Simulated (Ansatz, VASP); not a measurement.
## MgO in VASP and in Ansatz

Contents of POSCAR:

```
MgO
1.0
    0.0000000000      2.1229832838      2.1229832838
    2.1229832838      0.0000000000      2.1229832838
    2.1229832838      2.1229832838      0.0000000000
Mg O
1 1
Direct
    0.0000000000      0.0000000000      0.0000000000
    0.5000000000      0.5000000000      0.5000000000
```

INCAR.step1

```
PREC = Accurate ; ENCUT = 750
ISMEAR = 0 ; SIGMA = 0.02
LREAL = F ; LASPH = T
NELM = 120 ; NBANDS = 15
GGA = PE ; ALGO = Normal
EDIFF = 1E-5 ; LWAVE = T
LCHARG = F ; GGA_COMPAT = F
```

INCAR.step2

```
PREC = Accurate ; ENCUT = 750
EDIFF = 1E-6 ; ISMEAR = 0
SIGMA = 0.02 ; LREAL = F
LASPH = T ; NELM = 120
ALGO = Normal ; ISIF = 2
LWAVE = F ; LCHARG = F
METAGGA = R2SCAN ; LMIXTAU = T
NBANDS = 15 ; ISTART = 1
GGA_COMPAT = F
```

KPOINTS

```
regular mesh
0
Gamma
  10 10 10
```

Input for Ansatz:

```yaml
crystal:
  lattice:
    - [0.0, 2.1229832838, 2.1229832838]
    - [2.1229832838, 0.0, 2.1229832838]
    - [2.1229832838, 2.1229832838, 0.0]
  atoms:
    - { symbol: Mg, position: [0.0, 0.0, 0.0] }
    - { symbol: O, position: [0.5, 0.5, 0.5] }
basis:
  ecutwfc: 500
kpoints:
  mp_grid: { grid: [10, 10, 10] }
hamiltonian:
  xc: r2scan
scf:
  occupations: { method: gaussian, width: 0.02 }
output:
  forces: true
  stress: true
  eigenvalues: true
```

Alike in both runs: task single point; functional r2SCAN; k mesh 10 × 10 × 10; occupations gaussian, width 0.02 eV; no spin polarisation.

|  | VASP | Ansatz |
| --- | --- | --- |
| version | VASP 6.6.1 | Ansatz 0.2.0 |
| potentials or method | VASP PAW PBE potentials, release 64 (Mg_sv, O), cutoff 750 eV | scalar-relativistic, plane waves, PAW |
| valence electrons in the cell | 16 | 16 |

Ansatz gave:

- gap on the k mesh at the Fermi level (eV): 5.39
- least direct gap on the mesh (eV): 5.39
- pressure (GPa): -4.6

**Question.** Which values does VASP return?

**Answer.** gap on the k mesh at the Fermi level (eV): 5.41; least direct gap on the mesh (eV): 5.41; pressure (GPa): -4.6.

VASP's potentials were made for PBE, not for r2SCAN. With one functional, cell and mesh, what is left measures potentials, basis and numerics.
